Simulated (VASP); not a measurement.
# Mn (P6_3/mmc) in VASP: notebook

Mn is run at these levels: LDA; tasks: single point.

Everything below comes from runs of VASP 6.6.1. Logs are shortened: lines on timing, memory, paths and dates and some standing lists are left out, and cuts for length are marked.

### Step 1. The cell of the first run

The structure is hexagonal, space group P6_3/mmc (No. 194). Conventional cell: a = 2.259 Å, b = 2.259 Å, c = 3.648 Å, α = 90.00°, β = 90.00°, γ = 120.00°. Within 3.0 Å of Mn (site symmetry -6m2) lie 12 Mn at 2.24 to 2.26 Å.

### Step 2. Single point, LDA, collinear spin, ferromagnetic start (volume scaled by 0.803, to set the pressure)

Contents of INCAR:

```
PREC = Accurate
ENCUT = 500
EDIFF = 1E-6
ISMEAR = -1
SIGMA = 0.05
LREAL = F
LASPH = T
NELM = 200
ALGO = Normal
ISIF = 2
LWAVE = F
LCHARG = T
ISPIN = 2
MAGMOM = 3 3
LORBIT = 11
LMAXMIX = 4
LELF = T
LVHAR = T
NBANDS = 24
GGA_COMPAT = F
```

Contents of KPOINTS:

```
Automatic mesh
0
Gamma
  19 19 11
```

Contents of POSCAR:

```
Mn
1.0
    2.2593344147      0.0000000000      0.0000000000
   -1.1296672074      1.9566409988      0.0000000000
    0.0000000000      0.0000000000      3.6478542627
Mn
2
Direct
    0.3333333333      0.6666666667      0.2500000000
    0.6666666667      0.3333333333      0.7500000000
```

Potentials or basis: VASP PAW LDA potentials, release 64 (Mn_pv).

Command:

```console
cat potpaw_LDA.64/Mn_pv/POTCAR > POTCAR
mpirun -np 1 vasp_std > vasp.out
```

OUTCAR:

```text
PREC = Accurate
   ENCUT = 500
   EDIFF = 1E-6
   ISMEAR = -1
   LREAL = F
   LASPH = T
   NELM = 200
   ISIF = 2
   ISPIN = 2
   LORBIT = 11

 ion  position               nearest neighbor table
   1  0.333  0.667  0.250-   2 2.24   2 2.24   2 2.24   2 2.24   2 2.24   2 2.24
   2  0.667  0.333  0.750-   1 2.24   1 2.24   1 2.24   1 2.24   1 2.24   1 2.24

  LATTYP: Found a hexagonal cell.
 ALAT       =     2.2593344147
 C/A-ratio  =     1.6145703084

  Lattice vectors:

 A1 = (   2.2593344147,   0.0000000000,   0.0000000000)
 A2 = (  -1.1296672074,   1.9566409988,   0.0000000000)
 A3 = (   0.0000000000,   0.0000000000,   3.6478542627)

Analysis of symmetry for initial positions (statically):
=====================================================================
 Subroutine PRICEL returns:
 Original cell was already a primitive cell.

 Routine SETGRP: Setting up the symmetry group for a
 hexagonal supercell.

 Subroutine GETGRP returns: Found 24 space group operations
 (whereof 12 operations were pure point group operations)
 out of a pool of 24 trial point group operations.

The static configuration has the point symmetry D_3d.
 The point group associated with its full space group is D_6h.

Analysis of symmetry for dynamics (positions and initial velocities):
=====================================================================
 Subroutine PRICEL returns:
 Original cell was already a primitive cell.

 Routine SETGRP: Setting up the symmetry group for a
 hexagonal supercell.

 Subroutine GETGRP returns: Found 24 space group operations
 (whereof 12 operations were pure point group operations)
 out of a pool of 24 trial point group operations.

The dynamic configuration has the point symmetry D_3d.
 The point group associated with its full space group is D_6h.

Analysis of structural, dynamic, and magnetic symmetry:
=====================================================================
 Subroutine PRICEL returns:
 Original cell was already a primitive cell.

 Routine SETGRP: Setting up the symmetry group for a
 hexagonal supercell.

 Subroutine GETGRP returns: Found 24 space group operations
 (whereof 12 operations were pure point group operations)
 out of a pool of 24 trial point group operations.

The overall configuration has the point symmetry D_3d.
 The point group associated with its full space group is D_6h.

 Subroutine INISYM returns: Found 24 space group operations
 (whereof 12 operations are pure point group operations),
 and found     1 'primitive' translations

----------------------------------------------------------------------------------------

                                     Primitive cell

  volume of cell :      16.1261

  direct lattice vectors                    reciprocal lattice vectors
     2.259334415  0.000000000  0.000000000     0.442608227  0.255539979  0.000000000
    -1.129667207  1.956640999  0.000000000     0.000000000  0.511079958  0.000000000
     0.000000000  0.000000000  3.647854263     0.000000000  0.000000000  0.274133759

  length of vectors
     2.259334415  2.259334415  3.647854263     0.511079958  0.511079958  0.274133759

  position of ions in fractional coordinates (direct lattice)
     0.333333333  0.666666667  0.250000000
     0.666666667  0.333333333  0.750000000

  ion indices of the primitive-cell ions
   primitive index   ion index
                 1           1
                 2           2

----------------------------------------------------------------------------------------

 KPOINTS: Automatic mesh

Automatic generation of k-mesh.
 Grid dimensions read from file:
 generate k-points for:   19   19   11

 Generating k-lattice:

  Cartesian coordinates                     Fractional coordinates (reciprocal lattice)
     0.023295170  0.013449473  0.000000000     0.052631579 -0.000000000  0.000000000
     0.000000000  0.026898945  0.000000000     0.000000000  0.052631579  0.000000000
     0.000000000  0.000000000  0.024921251     0.000000000  0.000000000  0.090909091

  Length of vectors
     0.026898945  0.026898945  0.024921251

  Shift w.r.t. Gamma in fractional coordinates (k-lattice)
     0.000000000  0.000000000  0.000000000

 Subroutine IBZKPT returns following result:
 ===========================================

 Found    240 irreducible k-points:

 Following reciprocal coordinates:
            Coordinates               Weight
  0.000000  0.000000  0.000000      1.000000
  0.052632 -0.000000  0.000000      6.000000
  0.105263 -0.000000  0.000000      6.000000
  0.157895 -0.000000  0.000000      6.000000
  0.210526  0.000000  0.000000      6.000000
  0.263158 -0.000000  0.000000      6.000000
[... 16 lines left out ...]
  0.263158  0.105263  0.000000     12.000000
  0.315789  0.105263  0.000000     12.000000
 [... further k-points ...]
   k-points           NKPTS =    240   k-points in BZ     NKDIM =    240   number of bands    NBANDS=     24
   number of dos      NEDOS =    301   number of ions     NIONS =      2
   total plane-waves  NPLWV =   7168
   dimension x,y,z NGX =    16 NGY =   16 NGZ =   28
   dimension x,y,z NGXF=    32 NGYF=   32 NGZF=   56
   ions per type =               2
   NGX,Y,Z   is equivalent  to a cutoff of  11.77, 11.77, 12.76 a.u.
   NGXF,Y,Z  is equivalent  to a cutoff of  23.55, 23.55, 25.52 a.u.
 SYSTEM =  unknown system
   PREC   = accura    normal or accurate (medium, high low for compatibility)
   ISTART =      0    job   : 0-new  1-cont  2-samecut
   ICHARG =      2    charge: 1-file 2-atom 10-const
   ISPIN  =      2    spin polarized calculation?
   LNONCOLLINEAR =      F non collinear calculations
   LSORBIT =      F    spin-orbit coupling
   LASPH  =      T    aspherical Exc in radial PAW
   ENCUT  =  500.0 eV  36.75 Ry    6.06 a.u.   4.12  4.12  6.65*2*pi/ulx,y,z
   NELM   =    200;   NELMIN=  2; NELMDL= -5     # of ELM steps
   EDIFF  = 0.1E-05   stopping-criterion for ELM
   LREAL  =      F    real-space projection
   EDIFFG = 0.1E-04   stopping-criterion for IOM
   NSW    =      0    number of steps for IOM
   IBRION =     -1    ionic relax: 0-MD 1-quasi-New 2-CG
   NFREE  =      0    steps in history (QN), initial steepest desc. (CG)
   ISIF   =      2    stress and relaxation
   ISYM   =      2    0-nonsym 1-usesym 2-fastsym
   POTIM  = 0.5000    time-step for ionic-motion
   TEBEG  =    0.0;   TEEND  =   0.0 temperature during run
   PSTRESS=    0.0 pullay stress
   NELECT =      26.0000    total number of electrons
   NUPDOWN=      -1.0000    fix difference up-down
   EMIN   =  10.00;   EMAX   =-10.00  energy-range for DOS
   EFERMI =   0.00;   METHOD = LEGACY
   ISMEAR =    -1;   SIGMA  =   0.05  broadening in eV -4-tet -1-fermi 0-gaus
   EFERMI_NEDOS =   21; number of points for ismear=-14 and -15
   IALGO  =     38    algorithm
   IMIX   =      4    mixing-type and parameters
     AMIX     =   0.40;   BMIX     =  1.00
     AMIX_MAG =   1.60;   BMIX_MAG =  1.00
  volume/ion in A,a.u.               =       8.06        54.41
  Fermi-wavevector in a.u.,A,eV,Ry     =   1.919654  3.627620 50.138427  3.685070
  Thomas-Fermi vector in A             =   2.954373
   LORBIT       =     11    0 simple, 1 ext, 2 COOP (PROOUT), +10 PAW based schemes
   GGA     = CA    functional components
   LHFCALC =     F    Hartree Fock is set to
   AEXX    =    0.0000 exact exchange contribution
   IVDW    =     0    specifies the selected vdW correction
   LEPSILON=     F    determine dielectric tensor
   LRPA    =     F    only Hartree local field effects (RPA)
 spin polarized calculation
  energy-cutoff  :      500.00
  volume of cell :       16.13
 maximum number of plane-waves:       428
   NGX =  9   NGY =  9   NGZ = 13

 number of electron      25.9999999 magnetization      -0.0012951

 number of electron      25.9999999 magnetization       0.0002617

 Free energy of the ion-electron system (eV)
  ---------------------------------------------------
  ext. energy  EPLUGINS =         0.00000000
  ---------------------------------------------------
  free energy    TOTEN  =       -19.09392035 eV

  energy without entropy =      -19.07832232  energy(sigma->0) =      -19.08612134

 E-fermi :  14.8654     XC(G=0): -16.2108

 val. band max:       14.8605829567   @ k =   0.4211   0.1053   0.1818
 cond. band min:      14.8673914739   @ k =   0.2105   0.2105   0.4545
 fundamental gap:      0.0068085171
 Fermi energy:        14.8653643439

 spin component 1

 k-point     1 :       0.0000    0.0000    0.0000
  band No.  band energies     occupation
      1     -33.8111      1.00000
      2     -32.1181      1.00000
      3     -32.1181      1.00000
      4     -31.8680      1.00000
      5     -31.8680      1.00000
      6     -31.8433      1.00000
[... 16 lines left out ...]
     23      45.0187      0.00000
     24      45.0568      0.00000
[... 598 lines left out ...]
      2     -33.1004      1.00000
      3     -33.0420      1.00000
      4     -32.5317      1.00000
      5     -32.1829      1.00000
      6     -32.1437      1.00000
[... 16 lines left out ...]
     23      39.0429      0.00000
     24      40.0318      0.00000

 [... further k-points ...]

 spin component 2

 k-point     1 :       0.0000    0.0000    0.0000
  band No.  band energies     occupation
      1     -33.8113      1.00000
      2     -32.1184      1.00000
      3     -32.1184      1.00000
      4     -31.8683      1.00000
      5     -31.8683      1.00000
      6     -31.8435      1.00000
[... 16 lines left out ...]
     23      45.0193      0.00000
     24      45.0573      0.00000
[... 598 lines left out ...]
      2     -33.1006      1.00000
      3     -33.0422      1.00000
      4     -32.5320      1.00000
      5     -32.1831      1.00000
      6     -32.1439      1.00000
[... 16 lines left out ...]
     23      39.0429      0.00000
     24      40.0317      0.00000

 [... further k-points ...]
[... 5 lines left out ...]
  --------------------------------------------------------------------------------------
  -------------------------------------------------------------------------------------
  Total       12.0106225     12.0106225     11.8330259     -0.0000000      0.0000000     -0.0000000
  in kB     1193.2926135   1193.2926136   1175.6478379     -0.0000000      0.0000000     -0.0000000
  external PRESSURE =    1187.4110217 kB  Pullay stress =       0.0000000 kB

 VOLUME and BASIS-vectors are now :
 -----------------------------------------------------------------------------
  energy-cutoff  :      500.00
  volume of cell :       16.13
      direct lattice vectors                 reciprocal lattice vectors
     2.259334415  0.000000000  0.000000000     0.442608227  0.255539979  0.000000000
    -1.129667207  1.956640999  0.000000000     0.000000000  0.511079958  0.000000000
     0.000000000  0.000000000  3.647854263     0.000000000  0.000000000  0.274133759

 POSITION                                       TOTAL-FORCE (eV/Angst)
 -----------------------------------------------------------------------------------
     -0.00000      1.30443      0.91196        -0.000000      0.000000      0.000000
      1.12967      0.65221      2.73589         0.000000      0.000000      0.000000
 -----------------------------------------------------------------------------------
    total drift:                                0.000000     -0.000000      0.000000

  FREE ENERGIE OF THE ION-ELECTRON SYSTEM (eV)
  ---------------------------------------------------
  free  energy   TOTEN  =       -19.0939203515 eV

  energy  without entropy=      -19.0783223245  energy(sigma->0) =      -19.08612134

 total charge

# of ion       s       p       d       tot
------------------------------------------
    1        0.558   6.616   5.570  12.744
    2        0.558   6.616   5.570  12.744
--------------------------------------------------
tot          1.117  13.231  11.141  25.489

 magnetization (x)

# of ion       s       p       d       tot
------------------------------------------
    1       -0.000  -0.000   0.000   0.000
    2       -0.000  -0.000   0.000   0.000
--------------------------------------------------
tot         -0.000  -0.000   0.000   0.000
```

It took 3 min on 1 thread of Intel Xeon 8259CL, shared host; peak memory 0.22 GiB.

Results:

```yaml
Free_energy: -19.0939 eV
Pressure: 118.7 GPa
Band_gap_on_the_k_mesh: zero (filled and empty bands overlap)
Net_moment: 0.00 μB per cell
Valence_electrons_inside_the_program's_atomic_spheres: Mn 12.74
```

Caveat: the cell differs from its parent crystal (volume scaled by 0.803, to set the pressure); the starting moments collapsed, and a magnetic state may lie lower.

### Step 3. Single point, LDA, collinear spin, ferromagnetic start

This run uses another cell than the first one, of 10.04 Å³/atom, 1.245 times its volume.

INCAR, as its differences from that of step 2:

```diff
@@ -11,3 +11,3 @@
 LWAVE = F
-LCHARG = T
+LCHARG = F
 ISPIN = 2
@@ -16,4 +16,2 @@
 LMAXMIX = 4
-LELF = T
-LVHAR = T
 NBANDS = 24
```

KPOINTS is that of step 2.

Contents of POSCAR:

```
Mn
1.0
    2.4307595604      0.0000000000      0.0000000000
   -1.2153797802      2.1050995298      0.0000000000
    0.0000000000      0.0000000000      3.9246322131
Mn
2
Direct
    0.3333333333      0.6666666667      0.2500000000
    0.6666666667      0.3333333333      0.7500000000
```

Potentials or basis: VASP PAW LDA potentials, release 64 (Mn_pv).

Command:

```console
cat potpaw_LDA.64/Mn_pv/POTCAR > POTCAR
mpirun -np 1 vasp_std > vasp.out
```

It took 4.6 min on 1 thread of Intel Xeon 8259CL, shared host; peak memory 0.25 GiB.

It converged, with:

| Item | Value |
| --- | --- |
| Free energy | -20.3133 eV |
| Pressure | 0.1 GPa |
| Band gap on the k mesh | zero (filled and empty bands overlap) |
| Net moment | 0.00 μB per cell |
| Valence electrons inside the program's atomic spheres | Mn 12.14 |

Stress tensor (GPa, compression positive):
```
0.17 0.00 0.00
0.00 0.17 0.00
0.00 0.00 0.00
```

Levels at points of the mesh, in eV from the Fermi level:
Spin up:
```
           k point  band 11  band 12  band 13  band 14  band 15  band 16
(0.00, 0.00, 0.00)    -1.06    -0.53    -0.53     0.03     0.03     0.99
```
Spin down:
```csv
k point,band 10,band 11,band 12,band 13,band 14,band 15,band 16,band 17
"(0.00, 0.00, 0.00)",-1.06,-1.06,-0.53,-0.53,0.03,0.03,0.99,1.77
```

Caveat: the starting moments collapsed, and a magnetic state may lie lower.
